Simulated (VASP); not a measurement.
# LiBe (P4mm) in VASP: notebook, part 2 of 2

VASP 6.6.1. The steps go on from the part before.

## 4. Single point, PBEsol

Contents of INCAR:

```
  PREC = Accurate
  ENCUT = 520
  EDIFF = 1E-6
  ISMEAR = 1
  SIGMA = 0.1
  LREAL = False
  LASPH = True
  NELM = 80
  ALGO = Normal
  ISIF = 2
  LWAVE = False
  LCHARG = False
  GGA = PS
  NBANDS = 10
```

Contents of KPOINTS:

```
regular mesh
0
Gamma
  9 9 9
```

Contents of POSCAR:

```
LiBe
1.0
    2.8111530000      0.0000000000      0.0000000000
    0.0000000000      2.8111530000      0.0000000000
    0.0000000000      0.0000000000      2.8111530000
Li Be
1 1
Direct
    0.0355725925      0.0000000000      0.0000000000
    0.5000000000      0.5000000000      0.5000000000
```

Potentials or basis: VASP PAW PBE potentials, release 64 (Li_sv, Be).

Started as:

```sh
$ cat potpaw_PBE.64/Li_sv/POTCAR potpaw_PBE.64/Be/POTCAR > POTCAR
$ mpirun -np 1 vasp_std > vasp.out
```

OUTCAR:

```text
PREC = Accurate
   ENCUT = 520
   EDIFF = 1E-6
   ISMEAR = 1
   LREAL = False
   LASPH = True
   NELM = 80
   ISIF = 2
   GGA = PS

 ion  position               nearest neighbor table
   1  0.036  0.000  0.000-   2 2.38   2 2.38   2 2.38   2 2.38   2 2.49   2 2.49   2 2.49   2 2.49

   2  0.500  0.500  0.500-   1 2.38   1 2.38   1 2.38   1 2.38   1 2.49   1 2.49   1 2.49   1 2.49

  LATTYP: Found a simple cubic cell.
 ALAT       =     2.8111530000

  Lattice vectors:

 A1 = (   2.8111530000,   0.0000000000,   0.0000000000)
 A2 = (   0.0000000000,   2.8111530000,   0.0000000000)
 A3 = (   0.0000000000,   0.0000000000,   2.8111530000)

Analysis of symmetry for initial positions (statically):
=====================================================================
 Subroutine PRICEL returns:
 Original cell was already a primitive cell.

 Routine SETGRP: Setting up the symmetry group for a
 simple cubic supercell.

 Subroutine GETGRP returns: Found  8 space group operations
 (whereof  8 operations were pure point group operations)
 out of a pool of 48 trial point group operations.

The static configuration has the point symmetry C_4v.

Analysis of symmetry for dynamics (positions and initial velocities):
=====================================================================
 Subroutine PRICEL returns:
 Original cell was already a primitive cell.

 Routine SETGRP: Setting up the symmetry group for a
 simple cubic supercell.

 Subroutine GETGRP returns: Found  8 space group operations
 (whereof  8 operations were pure point group operations)
 out of a pool of 48 trial point group operations.

The dynamic configuration has the point symmetry C_4v.

 Subroutine INISYM returns: Found  8 space group operations
 (whereof  8 operations are pure point group operations),
 and found     1 'primitive' translations

----------------------------------------------------------------------------------------

                                     Primitive cell

  volume of cell :      22.2154

  direct lattice vectors                    reciprocal lattice vectors
     2.811153000  0.000000000  0.000000000     0.355725925  0.000000000  0.000000000
     0.000000000  2.811153000  0.000000000     0.000000000  0.355725925  0.000000000
     0.000000000  0.000000000  2.811153000     0.000000000  0.000000000  0.355725925

  length of vectors
     2.811153000  2.811153000  2.811153000     0.355725925  0.355725925  0.355725925

  position of ions in fractional coordinates (direct lattice)
     0.035572593  0.000000000  0.000000000
     0.500000000  0.500000000  0.500000000

  ion indices of the primitive-cell ions
   primitive index   ion index
                 1           1
                 2           2

----------------------------------------------------------------------------------------

 KPOINTS: regular mesh

Automatic generation of k-mesh.
 Grid dimensions read from file:
 generate k-points for:    9    9    9

 Generating k-lattice:

  Cartesian coordinates                     Fractional coordinates (reciprocal lattice)
     0.039525103  0.000000000  0.000000000     0.111111111  0.000000000  0.000000000
     0.000000000  0.039525103  0.000000000     0.000000000  0.111111111  0.000000000
     0.000000000  0.000000000  0.039525103     0.000000000  0.000000000  0.111111111

  Length of vectors
     0.039525103  0.039525103  0.039525103

  Shift w.r.t. Gamma in fractional coordinates (k-lattice)
     0.000000000  0.000000000  0.000000000

 Subroutine IBZKPT returns following result:
 ===========================================

 Found     75 irreducible k-points:

 Following reciprocal coordinates:
            Coordinates               Weight
  0.000000  0.000000  0.000000      1.000000
  0.111111  0.000000  0.000000      2.000000
  0.000000  0.111111  0.000000      4.000000
  0.222222  0.000000  0.000000      2.000000
  0.000000  0.222222  0.000000      4.000000
  0.333333  0.000000  0.000000      2.000000
[... 16 lines left out ...]
  0.333333  0.222222  0.000000      8.000000
  0.000000  0.333333  0.222222      8.000000
 [... further k-points ...]
   k-points           NKPTS =     75   k-points in BZ     NKDIM =     75   number of bands    NBANDS=     10
   number of dos      NEDOS =    301   number of ions     NIONS =      2
   total plane-waves  NPLWV =  13824
   dimension x,y,z NGX =    24 NGY =   24 NGZ =   24
   dimension x,y,z NGXF=    48 NGYF=   48 NGZF=   48
   ions per type =               1   1
   NGX,Y,Z   is equivalent  to a cutoff of  14.19, 14.19, 14.19 a.u.
   NGXF,Y,Z  is equivalent  to a cutoff of  28.39, 28.39, 28.39 a.u.
 SYSTEM =  unknown system
   PREC   = accura    normal or accurate (medium, high low for compatibility)
   ISTART =      0    job   : 0-new  1-cont  2-samecut
   ICHARG =      2    charge: 1-file 2-atom 10-const
   ISPIN  =      1    spin polarized calculation?
   LNONCOLLINEAR =      F non collinear calculations
   LSORBIT =      F    spin-orbit coupling
   LASPH  =      T    aspherical Exc in radial PAW
   ENCUT  =  520.0 eV  38.22 Ry    6.18 a.u.   5.23  5.23  5.23*2*pi/ulx,y,z
   NELM   =     80;   NELMIN=  2; NELMDL= -5     # of ELM steps
   EDIFF  = 0.1E-05   stopping-criterion for ELM
   LREAL  =      F    real-space projection
   EDIFFG = 0.1E-04   stopping-criterion for IOM
   NSW    =      0    number of steps for IOM
   IBRION =     -1    ionic relax: 0-MD 1-quasi-New 2-CG
   NFREE  =      0    steps in history (QN), initial steepest desc. (CG)
   ISIF   =      2    stress and relaxation
   ISYM   =      2    0-nonsym 1-usesym 2-fastsym
   POTIM  = 0.5000    time-step for ionic-motion
   TEBEG  =    0.0;   TEEND  =   0.0 temperature during run
   PSTRESS=    0.0 pullay stress
   NELECT =       5.0000    total number of electrons
   NUPDOWN=      -1.0000    fix difference up-down
   EMIN   =  10.00;   EMAX   =-10.00  energy-range for DOS
   EFERMI =   0.00;   METHOD = LEGACY
   ISMEAR =     1;   SIGMA  =   0.10  broadening in eV -4-tet -1-fermi 0-gaus
   EFERMI_NEDOS =   21; number of points for ismear=-14 and -15
   IALGO  =     38    algorithm
   IMIX   =      4    mixing-type and parameters
     AMIX     =   0.40;   BMIX     =  1.00
     AMIX_MAG =   1.60;   BMIX_MAG =  1.00
  volume/ion in A,a.u.               =      11.11        74.96
  Fermi-wavevector in a.u.,A,eV,Ry     =   0.995819  1.881825 13.492288  0.991655
  Thomas-Fermi vector in A             =   2.127865
   LORBIT       =      0    0 simple, 1 ext, 2 COOP (PROOUT), +10 PAW based schemes
   GGA     = PS    functional components
   LHFCALC =     F    Hartree Fock is set to
   AEXX    =    0.0000 exact exchange contribution
   IVDW    =     0    specifies the selected vdW correction
   LEPSILON=     F    determine dielectric tensor
   LRPA    =     F    only Hartree local field effects (RPA)
 non-spin polarized calculation
 Methfessel and Paxton  Order N= 1 SIGMA  =   0.10
  energy-cutoff  :      520.00
  volume of cell :       22.22
 maximum number of plane-waves:       619
 NGX is ok and might be reduce to    24
   NGX = 11   NGY = 11   NGZ = 11

 number of electron       5.0000003 magnetization

 Free energy of the ion-electron system (eV)
  ---------------------------------------------------
  ext. energy  EPLUGINS =         0.00000000
  ---------------------------------------------------
  free energy    TOTEN  =        -5.16874427 eV

  energy without entropy =       -5.16810528  energy(sigma->0) =       -5.16853127

 E-fermi :   2.9484     XC(G=0):  -9.1519

 val. band max:        2.9459622639   @ k =   0.3333   0.1111   0.1111
 cond. band min:       2.9656425182   @ k =   0.3333   0.4444   0.4444
 fundamental gap:      0.0196802543
 Fermi energy:         2.9484088213

 k-point     1 :       0.0000    0.0000    0.0000
  band No.  band energies     occupation
      1     -41.1408      2.00000
      2      -3.5946      2.00000
      3       9.0566      0.00000
      4       9.0566      0.00000
      5       9.1031      0.00000
      6      13.5483      0.00000
      7      13.5963      0.00000
      8      21.0898      0.00000
      9      22.5681      0.00000
     10      22.5689      0.00000
[... 287 lines left out ...]
 k-point    24 :       0.0000    0.3333    0.2222
  band No.  band energies     occupation
      1     -41.1168      2.00000
      2      -1.5356      2.00000
      3       3.0123      0.12683
      4       7.4342      0.00000
      5      11.4851      0.00000
      6      13.6719      0.00000
      7      17.6896      0.00000
      8      18.9755      0.00000
      9      19.9729      0.00000
     10      21.9270      0.00000

 [... further k-points ...]
[... 5 lines left out ...]
  --------------------------------------------------------------------------------------
  -------------------------------------------------------------------------------------
  Total       -0.0530449      0.0282101      0.0282101      0.0000000      0.0000000      0.0000000
  in kB       -3.8256122      2.0345205      2.0345205      0.0000000      0.0000000      0.0000000
  external PRESSURE =       0.0811430 kB  Pullay stress =       0.0000000 kB

 VOLUME and BASIS-vectors are now :
 -----------------------------------------------------------------------------
  energy-cutoff  :      520.00
  volume of cell :       22.22
      direct lattice vectors                 reciprocal lattice vectors
     2.811153000  0.000000000  0.000000000     0.355725925  0.000000000  0.000000000
     0.000000000  2.811153000  0.000000000     0.000000000  0.355725925  0.000000000
     0.000000000  0.000000000  2.811153000     0.000000000  0.000000000  0.355725925

 POSITION                                       TOTAL-FORCE (eV/Angst)
 -----------------------------------------------------------------------------------
      0.10000      0.00000      0.00000        -0.442087      0.000000     -0.000000
      1.40558      1.40558      1.40558         0.442087      0.000000      0.000000
 -----------------------------------------------------------------------------------
    total drift:                                0.000153      0.000000      0.000004

  FREE ENERGIE OF THE ION-ELECTRON SYSTEM (eV)
  ---------------------------------------------------
  free  energy   TOTEN  =        -5.1687442692 eV

  energy  without entropy=       -5.1681052782  energy(sigma->0) =       -5.16853127
```

OSZICAR:

```text
N       E                     dE             d eps       ncg     rms          rms(c)
DAV:   1     0.246431930372E+01    0.24643E+01   -0.15343E+03  1500   0.400E+02
DAV:   2    -0.493612589158E+01   -0.74004E+01   -0.71918E+01  2076   0.724E+01
DAV:   3    -0.516335267926E+01   -0.22723E+00   -0.22179E+00  1914   0.921E+00
DAV:   4    -0.516822030994E+01   -0.48676E-02   -0.48567E-02  2148   0.130E+00
DAV:   5    -0.516824837417E+01   -0.28064E-04   -0.28062E-04  1906   0.897E-02    0.650E-01
DAV:   6    -0.516738925835E+01    0.85912E-03   -0.27138E-03  1830   0.310E-01    0.397E-01
DAV:   7    -0.516869584309E+01   -0.13066E-02   -0.84424E-03  1608   0.576E-01    0.604E-02
DAV:   8    -0.516874094287E+01   -0.45100E-04   -0.23070E-04  1880   0.124E-01    0.589E-03
DAV:   9    -0.516874394795E+01   -0.30051E-05   -0.19555E-05  1948   0.405E-02    0.261E-03
DAV:  10    -0.516874426922E+01   -0.32127E-06   -0.31411E-07  1964   0.453E-03
   1 F= -.51687443E+01 E0= -.51685313E+01  d E =-.638991E-03
```

Run time: 7.5 s. Hardware: 1 thread of AMD EPYC 9R14 (Zen 4), shared host; peak memory 0.11 GiB.

What came out:

* Free energy: -5.1687 eV
* Largest force: 0.442 eV/Å

Forces in eV/Å, atoms in the order of the input:
```
Li  -0.442  0.000  0.000
Be   0.442  0.000  0.000
```

Caveat: the cutoff is under 1.25 times the usual one of these potentials, so pressure, stress and relaxed cells hold a basis-set (Pulay) error; the PAW data sets were made with another functional, which shifts forces and pressure a little.
